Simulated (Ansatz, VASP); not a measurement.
**Two plane-wave programs on BN**

The input POSCAR:

```
BN
1.0
    0.0000000000      1.8130010000      1.7858059850
    1.8130010000      0.0000000000      1.7858059850
    1.8130010000      1.8130010000      0.0000000000
B N
1 1
Direct
    0.0000000000      0.0000000000      0.0000000000
    0.7500000000      0.7500000000      0.7500000000
```

INCAR.step1

```
SYSTEM = BN
ALGO = Normal
EDIFF = 1E-4
ENCUT = 520
GGA = PE
ISMEAR = 0
LASPH = .True.
LCHARG = .False.
LREAL = .False.
LWAVE = .True.
NBANDS = 11
NELM = 100
PREC = Accurate
SIGMA = 0.05
```

File INCAR.step2:

```
SYSTEM = BN
ALGO = Normal
EDIFF = 1E-6
ENCUT = 520
ISIF = 2
ISMEAR = 0
ISTART = 1
LASPH = .True.
LCHARG = .False.
LMIXTAU = .True.
LREAL = .False.
LWAVE = .False.
METAGGA = R2SCAN
NBANDS = 11
NELM = 100
PREC = Accurate
SIGMA = 0.05
```

The input KPOINTS:

```
k-points
0
Gamma
  12 12 12
  0 0 0
```

Input for Ansatz:

```yaml
crystal:
  lattice:
    - [0.0, 1.813001, 1.785805985]
    - [1.813001, 0.0, 1.785805985]
    - [1.813001, 1.813001, 0.0]
  atoms:
    - { symbol: B, position: [0.0, 0.0, 0.0] }
    - { symbol: "N", position: [0.75, 0.75, 0.75] }
basis:
  ecutwfc: 500
kpoints:
  mp_grid: { grid: [12, 12, 12] }
hamiltonian:
  xc: r2scan
scf:
  occupations: { method: gaussian, width: 0.05 }
output:
  forces: true
  stress: true
  eigenvalues: true
```

Change from the starting cell: strain +0.000 along x and y, -0.015 along z, atoms carried along.

Alike in both runs: task single point; functional r2SCAN; k mesh 12 × 12 × 12; occupations gaussian, width 0.05 eV; no spin polarisation.

|  | VASP | Ansatz |
| --- | --- | --- |
| version | VASP 6.6.1 | Ansatz 0.2.0 |
| potentials or method | VASP PAW PBE potentials, release 64 (B, N), cutoff 520 eV | scalar-relativistic, plane waves, PAW |
| valence electrons in the cell | 8 | 8 |

|  | VASP | Ansatz | Ansatz less VASP |
| --- | --- | --- | --- |
| gap on the k mesh at the Fermi level (eV) | 4.71 | 4.73 | +0.022 |
| least direct gap on the mesh (eV) | 9.39 | 9.43 | +0.039 |
| pressure (GPa) | 1.8 | 0.6 | -1.12 |
| traceless stress, the component that is largest in VASP (GPa) | 6.38 | 6.40 | +0.017 |

VASP's potentials were made for PBE, not for r2SCAN.
